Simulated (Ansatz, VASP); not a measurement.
**Se: VASP beside Ansatz**

```
Se
1.0
    -2.68921    2.68921    5.06951
     2.68921   -2.68921    5.06951
     2.68921    2.68921   -5.06951
Se
6
Direct
  0.73884 0.73884 0.00000
  0.48884 0.98884 0.50000
  0.01116 0.51116 0.50000
  0.26116 0.26116 0.00000
  0.00000 0.00000 0.00000
  0.75000 0.25000 0.50000
```

Alike in both runs: functional PBE; k mesh 10 × 10 × 10; occupations gaussian, width 0.1 eV; no spin polarisation.

Ansatz relaxed the structure, and its values are those at the end. VASP's run is a single point on that final structure, the one shown.

|  | VASP | Ansatz |
| --- | --- | --- |
| version | VASP 6.6.1 | Ansatz 0.2.0 |
| potentials or method | VASP PAW PBE potentials, release 64 (Se), cutoff 520 eV | scalar-relativistic, plane waves, PAW |
| valence electrons in the cell | 36 | 96 |

```csv
,VASP,Ansatz,Ansatz less VASP
gap on the k mesh at the Fermi level (eV),none,none,-
pressure (GPa),0.0,0.0,-0.03
```

A gap of «none» marks a metal or a gap that the smearing closes. The functional is the same, so the differences come from potentials, cutoffs and numerics. VASP's potentials hold 36 valence electrons a cell and Ansatz's 96, so a difference there can come from the potentials and not from the codes.
